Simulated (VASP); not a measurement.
# Hf in VASP: a series of runs

Hf is run at these levels: PBEsol; tasks: single point.

Everything below comes from runs of VASP 6.6.1. Logs are shortened: lines on timing, memory, paths and dates and some standing lists are left out, and cuts for length are marked.

## Step 1: The cell of the first run

It takes space group Im-3m (No. 229, cubic). Conventional cell: a = 3.556 Å, b = 3.556 Å, c = 3.556 Å, α = 90.00°, β = 90.00°, γ = 90.00°. Within 4.1 Å of Hf (site symmetry m-3m) lie 14 Hf at 3.08 to 3.56 Å.

This isn't the form of Hf at room conditions, which is hcp.

## Step 2: Single point, PBEsol (strain -0.015 along x and y, -0.015 along z)

The input, INCAR:

```
PREC     = Accurate       # precision mode
ENCUT    = 520            # plane-wave cutoff, eV
EDIFF    = 1E-7           # SCF threshold, eV
ISMEAR   = 0              # smearing method
SIGMA    = 0.15           # smearing width, eV
LREAL    = False          # projectors in reciprocal space
LASPH    = True           # aspherical terms in the spheres
NELM     = 80             # most SCF steps
ALGO     = Normal         # electronic algorithm
ISIF     = 2              # what is computed and relaxed
LWAVE    = False          # write WAVECAR
LCHARG   = False          # write CHGCAR
GGA      = PS             # functional
NBANDS   = 11             # bands
```

The input, KPOINTS:

```
regular mesh
0
Gamma
  18 18 18
```

The input, POSCAR:

```
Hf
1.0
   -1.7779250000      1.7779250000      1.7779250000
    1.7779250000     -1.7779250000      1.7779250000
    1.7779250000      1.7779250000     -1.7779250000
Hf
1
Direct
    0.0000000000      0.0000000000      0.0000000000
```

Potentials or basis: VASP PAW PBE potentials, release 64 (Hf_pv).

The run is started by

```bash
$ cat potpaw_PBE.64/Hf_pv/POTCAR > POTCAR
$ mpirun -np 1 vasp_std > vasp.out
```

OUTCAR:

```text
PREC = Accurate
   ENCUT = 520
   EDIFF = 1E-7
   ISMEAR = 0
   LREAL = False
   LASPH = True
   NELM = 80
   ISIF = 2
   GGA = PS

 ion  position               nearest neighbor table
   1  0.000  0.000  0.000-

  LATTYP: Found a body centered cubic cell.
 ALAT       =     3.5558500000

  Lattice vectors:

 A1 = (  -1.7779250000,   1.7779250000,   1.7779250000)
 A2 = (   1.7779250000,  -1.7779250000,   1.7779250000)
 A3 = (   1.7779250000,   1.7779250000,  -1.7779250000)

Analysis of symmetry for initial positions (statically):
=====================================================================
 Subroutine PRICEL returns:
 Original cell was already a primitive cell.

 Routine SETGRP: Setting up the symmetry group for a
 body centered cubic supercell.

 Subroutine GETGRP returns: Found 48 space group operations
 (whereof 48 operations were pure point group operations)
 out of a pool of 48 trial point group operations.

The static configuration has the point symmetry O_h .

Analysis of symmetry for dynamics (positions and initial velocities):
=====================================================================
 Subroutine PRICEL returns:
 Original cell was already a primitive cell.

 Routine SETGRP: Setting up the symmetry group for a
 body centered cubic supercell.

 Subroutine GETGRP returns: Found 48 space group operations
 (whereof 48 operations were pure point group operations)
 out of a pool of 48 trial point group operations.

The dynamic configuration has the point symmetry O_h .

 Subroutine INISYM returns: Found 48 space group operations
 (whereof 48 operations are pure point group operations),
 and found     1 'primitive' translations

----------------------------------------------------------------------------------------

                                     Primitive cell

  volume of cell :      22.4802

  direct lattice vectors                    reciprocal lattice vectors
    -1.777925000  1.777925000  1.777925000     0.000000000  0.281226711  0.281226711
     1.777925000 -1.777925000  1.777925000     0.281226711  0.000000000  0.281226711
     1.777925000  1.777925000 -1.777925000     0.281226711  0.281226711  0.000000000

  length of vectors
     3.079456432  3.079456432  3.079456432     0.397714629  0.397714629  0.397714629

  position of ions in fractional coordinates (direct lattice)
     0.000000000  0.000000000  0.000000000

  ion indices of the primitive-cell ions
   primitive index   ion index
                 1           1

----------------------------------------------------------------------------------------

 KPOINTS: regular mesh

Automatic generation of k-mesh.
 Grid dimensions read from file:
 generate k-points for:   18   18   18

 Generating k-lattice:

  Cartesian coordinates                     Fractional coordinates (reciprocal lattice)
     0.000000000  0.015623706  0.015623706     0.055555556  0.000000000  0.000000000
     0.015623706  0.000000000  0.015623706     0.000000000  0.055555556  0.000000000
     0.015623706  0.015623706  0.000000000     0.000000000  0.000000000  0.055555556

  Length of vectors
     0.022095257  0.022095257  0.022095257

  Shift w.r.t. Gamma in fractional coordinates (k-lattice)
     0.000000000  0.000000000  0.000000000

 Subroutine IBZKPT returns following result:
 ===========================================

 Found    195 irreducible k-points:

 Following reciprocal coordinates:
            Coordinates               Weight
  0.000000  0.000000  0.000000      1.000000
  0.055556  0.000000  0.000000     12.000000
  0.111111  0.000000  0.000000     12.000000
  0.166667  0.000000  0.000000     12.000000
  0.222222  0.000000  0.000000     12.000000
  0.277778  0.000000  0.000000     12.000000
[... 16 lines left out ...]
  0.333333  0.111111  0.000000     48.000000
  0.388889  0.111111  0.000000     48.000000
 [... further k-points ...]
   k-points           NKPTS =    195   k-points in BZ     NKDIM =    195   number of bands    NBANDS=     11
   number of dos      NEDOS =    301   number of ions     NIONS =      1
   total plane-waves  NPLWV =  13824
   dimension x,y,z NGX =    24 NGY =   24 NGZ =   24
   dimension x,y,z NGXF=    48 NGYF=   48 NGZF=   48
   ions per type =               1
   NGX,Y,Z   is equivalent  to a cutoff of  12.96, 12.96, 12.96 a.u.
   NGXF,Y,Z  is equivalent  to a cutoff of  25.91, 25.91, 25.91 a.u.
 SYSTEM =  unknown system
   PREC   = accura    normal or accurate (medium, high low for compatibility)
   ISTART =      0    job   : 0-new  1-cont  2-samecut
   ICHARG =      2    charge: 1-file 2-atom 10-const
   ISPIN  =      1    spin polarized calculation?
   LNONCOLLINEAR =      F non collinear calculations
   LSORBIT =      F    spin-orbit coupling
   LASPH  =      T    aspherical Exc in radial PAW
   ENCUT  =  520.0 eV  38.22 Ry    6.18 a.u.   5.73  5.73  5.73*2*pi/ulx,y,z
   NELM   =     80;   NELMIN=  2; NELMDL= -5     # of ELM steps
   EDIFF  = 0.1E-06   stopping-criterion for ELM
   LREAL  =      F    real-space projection
   EDIFFG = 0.1E-05   stopping-criterion for IOM
   NSW    =      0    number of steps for IOM
   IBRION =     -1    ionic relax: 0-MD 1-quasi-New 2-CG
   NFREE  =      0    steps in history (QN), initial steepest desc. (CG)
   ISIF   =      2    stress and relaxation
   ISYM   =      2    0-nonsym 1-usesym 2-fastsym
   POTIM  = 0.5000    time-step for ionic-motion
   TEBEG  =    0.0;   TEEND  =   0.0 temperature during run
   PSTRESS=    0.0 pullay stress
   NELECT =      10.0000    total number of electrons
   NUPDOWN=      -1.0000    fix difference up-down
   EMIN   =  10.00;   EMAX   =-10.00  energy-range for DOS
   EFERMI =   0.00;   METHOD = LEGACY
   ISMEAR =     0;   SIGMA  =   0.15  broadening in eV -4-tet -1-fermi 0-gaus
   EFERMI_NEDOS =   21; number of points for ismear=-14 and -15
   IALGO  =     38    algorithm
   IMIX   =      4    mixing-type and parameters
     AMIX     =   0.40;   BMIX     =  1.00
     AMIX_MAG =   1.60;   BMIX_MAG =  1.00
  volume/ion in A,a.u.               =      22.48       151.70
  Fermi-wavevector in a.u.,A,eV,Ry     =   1.249707  2.361603 21.249124  1.561767
  Thomas-Fermi vector in A             =   2.383735
   LORBIT       =      0    0 simple, 1 ext, 2 COOP (PROOUT), +10 PAW based schemes
   GGA     = PS    functional components
   LHFCALC =     F    Hartree Fock is set to
   AEXX    =    0.0000 exact exchange contribution
   IVDW    =     0    specifies the selected vdW correction
   LEPSILON=     F    determine dielectric tensor
   LRPA    =     F    only Hartree local field effects (RPA)
 non-spin polarized calculation
 Gauss-broadening in eV      SIGMA  =   0.15
  energy-cutoff  :      520.00
  volume of cell :       22.48
 maximum number of plane-waves:       622
   NGX = 11   NGY = 11   NGZ = 11

 number of electron      10.0000002 magnetization

 Free energy of the ion-electron system (eV)
  ---------------------------------------------------
  ext. energy  EPLUGINS =         0.00000000
  ---------------------------------------------------
  free energy    TOTEN  =       -10.32143007 eV

  energy without entropy =      -10.29972928  energy(sigma->0) =      -10.31057967

 E-fermi :   4.3804     XC(G=0): -11.3687

 val. band max:        4.3783926789   @ k =  -0.4444   0.5000   0.1111
 cond. band min:       4.3821040121   @ k =   0.3333   0.2222  -0.0000
 fundamental gap:      0.0037113332
 Fermi energy:         4.3804432288

 k-point     1 :       0.0000    0.0000    0.0000
  band No.  band energies     occupation
      1     -25.4160      2.00000
      2     -25.4160      2.00000
      3     -25.4160      2.00000
      4      -2.6436      2.00000
      5       5.8900      0.00000
      6       5.8900      0.00000
      7       5.8900      0.00000
      8       8.6700      0.00000
      9       8.6700      0.00000
     10      17.6211      0.00000
     11      17.6814      0.00000

 k-point     2 :       0.0556    0.0000    0.0000
  band No.  band energies     occupation
      1     -25.4422      2.00000
      2     -25.4242      2.00000
      3     -25.4161      2.00000
      4      -2.5293      2.00000
      5       5.8090      0.00000
      6       5.8606      0.00000
      7       6.0020      0.00000
      8       8.5351      0.00000
      9       8.6683      0.00000
     10      17.6117      0.00000
     11      17.7921      0.00000

 k-point     3 :       0.1111    0.0000    0.0000
  band No.  band energies     occupation
      1     -25.5170      2.00000
      2     -25.4476      2.00000
      3     -25.4164      2.00000
      4      -2.1960      2.00000
      5       5.5868      0.00000
      6       5.7404      0.00000
      7       6.3354      0.00000
      8       8.2580      0.00000
      9       8.6711      0.00000
     10      17.6110      0.00000
     11      18.0693      0.00000

 k-point     4 :       0.1667    0.0000    0.0000
  band No.  band energies     occupation
      1     -25.6297      2.00000
      2     -25.4833      2.00000
      3     -25.4168      2.00000
      4      -1.6724      2.00000
      5       5.2730      0.00000
      6       5.4754      0.00000
      7       6.8811      0.00000
      8       8.0759      0.00000
      9       8.6966      0.00000
     10      17.6090      0.00000
     11      18.3004      0.00000
[... 239 lines left out ...]
 k-point    22 :       0.2778    0.1111    0.0000
  band No.  band energies     occupation
      1     -26.0331      2.00000
      2     -25.6308      2.00000
      3     -25.4529      2.00000
      4       0.6419      2.00000
      5       4.2270      1.85210
      6       4.4957      0.27714
      7       8.1493      0.00000
      8       9.3020      0.00000
      9       9.9699      0.00000
     10      16.0737      0.00000
     11      17.3814      0.00000

 k-point    23 :       0.3333    0.1111    0.0000
  band No.  band energies     occupation
      1     -26.1198      2.00000
      2     -25.6731      2.00000
      3     -25.4543      2.00000
      4       1.0928      2.00000
      5       4.0573      1.99768
      6       4.6108      0.02988
      7       8.3406      0.00000
      8       9.3952      0.00000
      9      11.0138      0.00000
     10      15.0454      0.00000
     11      16.3969      0.00000

 k-point    24 :       0.3889    0.1111    0.0000
  band No.  band energies     occupation
      1     -26.1755      2.00000
      2     -25.7007      2.00000
      3     -25.4551      2.00000
      4       1.3034      2.00000
      5       3.9486      1.99995
      6       4.9190      0.00000
      7       8.3694      0.00000
      8       9.5341      0.00000
      9      11.9008      0.00000
     10      14.2109      0.00000
     11      15.7884      0.00000

 [... further k-points ...]
[... 5 lines left out ...]
  --------------------------------------------------------------------------------------
  -------------------------------------------------------------------------------------
  Total       -0.7883789     -0.7883789     -0.7883789      0.0000000      0.0000000     -0.0000000
  in kB      -56.1882188    -56.1882188    -56.1882188      0.0000000      0.0000000     -0.0000000
  external PRESSURE =     -56.1882188 kB  Pullay stress =       0.0000000 kB

 VOLUME and BASIS-vectors are now :
 -----------------------------------------------------------------------------
  energy-cutoff  :      520.00
  volume of cell :       22.48
      direct lattice vectors                 reciprocal lattice vectors
    -1.777925000  1.777925000  1.777925000     0.000000000  0.281226711  0.281226711
     1.777925000 -1.777925000  1.777925000     0.281226711  0.000000000  0.281226711
     1.777925000  1.777925000 -1.777925000     0.281226711  0.281226711  0.000000000

 POSITION                                       TOTAL-FORCE (eV/Angst)
 -----------------------------------------------------------------------------------
      0.00000      0.00000      0.00000         0.000000     -0.000000      0.000000
 -----------------------------------------------------------------------------------
    total drift:                               -0.000000      0.000000      0.000000

  FREE ENERGIE OF THE ION-ELECTRON SYSTEM (eV)
  ---------------------------------------------------
  free  energy   TOTEN  =       -10.3214300709 eV

  energy  without entropy=      -10.2997292758  energy(sigma->0) =      -10.31057967
```

Run time: 65 s. Hardware: 1 thread of Intel Xeon 8259CL, shared host; peak memory 0.18 GiB.

What came out:

```yaml
Free_energy: -10.3214 eV
Pressure: -5.6 GPa
Band_gap_on_the_k_mesh: zero (bands 5 and 6 overlap by 2.23 eV)
```

Levels at points of the mesh, in eV from the Fermi level:
| k point | band 3 | band 4 | band 5 | band 6 | band 7 | band 8 |
| --- | --- | --- | --- | --- | --- | --- |
| (0.00, 0.00, 0.00) | -29.80 | -7.02 | 1.51 | 1.51 | 1.51 | 4.29 |
| (0.50, 0.00, 0.00) | -29.80 | -3.36 | -0.50 | 1.08 | 4.11 | 5.11 |
| (0.50, 0.50, 0.50) | -30.37 | -2.54 | -2.54 | 6.75 | 6.75 | 6.75 |

Caveat: the cell differs from its parent crystal (strain -0.015 along x and y, -0.015 along z); the cell stands under tension; the PAW data sets were made with another functional, which shifts forces and pressure a little; spin-orbit coupling is left out, which moves the levels of the heavy elements.

## Step 3: Single point, PBEsol (strain +0.015 along x and y, +0.015 along z)

The input, INCAR:

```
SYSTEM = Hf
PREC     = Accurate       ! precision mode
ENCUT    = 520            ! plane-wave cutoff, eV
EDIFF    = 1E-7           ! SCF threshold, eV
ISMEAR   = 0              ! smearing method
SIGMA    = 0.15           ! smearing width, eV
LREAL    = .FALSE.        ! projectors in reciprocal space
LASPH    = .TRUE.         ! aspherical terms in the spheres
NELM     = 60             ! most SCF steps
ALGO     = Normal         ! electronic algorithm
ISIF     = 2              ! what is computed and relaxed
LWAVE    = .FALSE.        ! write WAVECAR
LCHARG   = .FALSE.        ! write CHGCAR
GGA      = PS             ! functional
NBANDS   = 11             ! bands
```

The input, KPOINTS:

```
regular mesh
0
G
  18 18 18
  0 0 0
```

The input, POSCAR:

```
Hf
1.0
   -1.8320750000      1.8320750000      1.8320750000
    1.8320750000     -1.8320750000      1.8320750000
    1.8320750000      1.8320750000     -1.8320750000
Hf
1
Direct
    0.0000000000      0.0000000000      0.0000000000
```

Potentials or basis: VASP PAW PBE potentials, release 64 (Hf_pv).

The run is started by

```bash
$ cat potpaw_PBE.64/Hf_pv/POTCAR > POTCAR
$ mpirun -np 1 vasp_std > vasp.out
```

It took 78 s on 1 thread of Intel Xeon 8259CL, shared host; peak memory 0.18 GiB.

It converged, with:

| Property | Result |
| --- | --- |
| Free energy | -10.1995 eV |
| Pressure | -12.4 GPa |
| Band gap on the k mesh | zero (bands 5 and 6 overlap by 2.10 eV) |

Levels at points of the mesh, in eV from the Fermi level:
| k point | band 3 | band 4 | band 5 | band 6 | band 7 | band 8 |
| --- | --- | --- | --- | --- | --- | --- |
| (0.00, 0.00, 0.00) | -30.16 | -6.74 | 1.42 | 1.42 | 1.42 | 3.94 |
| (0.50, 0.00, 0.00) | -30.16 | -3.12 | -0.37 | 0.77 | 3.72 | 4.63 |
| (0.50, 0.50, 0.50) | -30.59 | -2.20 | -2.20 | 6.07 | 6.07 | 6.07 |

Caveat: the cell differs from its parent crystal (strain +0.015 along x and y, +0.015 along z); the cell stands under tension; the PAW data sets were made with another functional, which shifts forces and pressure a little; spin-orbit coupling is left out, which moves the levels of the heavy elements.

[end of part 1 of 2]
